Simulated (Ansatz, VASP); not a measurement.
**Two plane-wave programs on Al2Cu**

INCAR

```
PREC = Accurate
ENCUT = 520
EDIFF = 1E-6
ISMEAR = 0
SIGMA = 0.15
LREAL = F
LASPH = T
NELM = 100
ALGO = Fast
ISIF = 2
LWAVE = F
LCHARG = T
GGA = PE
LELF = T
LVHAR = T
NBANDS = 16
```

Contents of KPOINTS:

```
regular mesh
0
Gamma
  10 10 14
```

POSCAR

```
Al2Cu
1.0
    4.2311976689      0.0000000000      0.0000000000
    0.0000000000      4.2311976689      0.0000000000
    0.0000000000      0.0000000000      2.8847334069
Al Cu
2 1
Direct
    0.5000000000      0.0078152784      0.5000000000
    0.0000000000      0.4655437038      0.5000000000
    0.0000000000      0.0113117371      0.0000000000
```

Input for Ansatz:

```yaml
crystal:
  lattice:
    - [4.2311976689, 0.0, 0.0]
    - [0.0, 4.2311976689, 0.0]
    - [0.0, 0.0, 2.8847334069]
  atoms:
    - { symbol: Al, position: [0.5, 0.0078152784, 0.5] }
    - { symbol: Al, position: [0.0, 0.4655437038, 0.5] }
    - { symbol: Cu, position: [0.0, 0.0113117371, 0.0] }
basis:
  ecutwfc: 520.0
kpoints:
  mp_grid: { grid: [10, 10, 14] }
hamiltonian:
  xc: pbe
  pseudopotentials: { kind: paw, azcp: { folder: soft_1 } }
scf:
  occupations: { method: gaussian, width: 0.15 }
output:
  forces: true
  stress: true
  eigenvalues: true
```

Change from the starting cell: mode 9 frozen in at -0.142 Å, equal normal strain along x and y +0.0267.

Alike in both runs: task single point; functional PBE; k mesh 10 × 10 × 14; occupations gaussian, width 0.15 eV; no spin polarisation.

|  | VASP | Ansatz |
| --- | --- | --- |
| version | VASP 6.6.1 | Ansatz 0.2.0 |
| potentials or method | VASP PAW PBE potentials, release 64 (Al, Cu), cutoff 520 eV | scalar-relativistic, plane waves, PAW |
| valence electrons in the cell | 17 | 25 |

```tsv
	VASP	Ansatz	Ansatz less VASP
gap on the k mesh at the Fermi level (eV)	none	none	-
pressure (GPa)	-2.2	-2.6	-0.37
traceless stress, the component that is largest in VASP (GPa)	-1.31	-1.32	-0.017
rms of the force components (eV/Å)	0.602	0.600	-0.0021
```

Atom by atom the forces differ by 0.002 eV/Å (rms over components). A gap of «none» marks a metal or a gap that the smearing closes. With one functional, cell and mesh, what is left measures potentials, basis and numerics. VASP's potentials hold 17 valence electrons a cell and Ansatz's 25, so a difference there can come from the potentials and not from the codes.
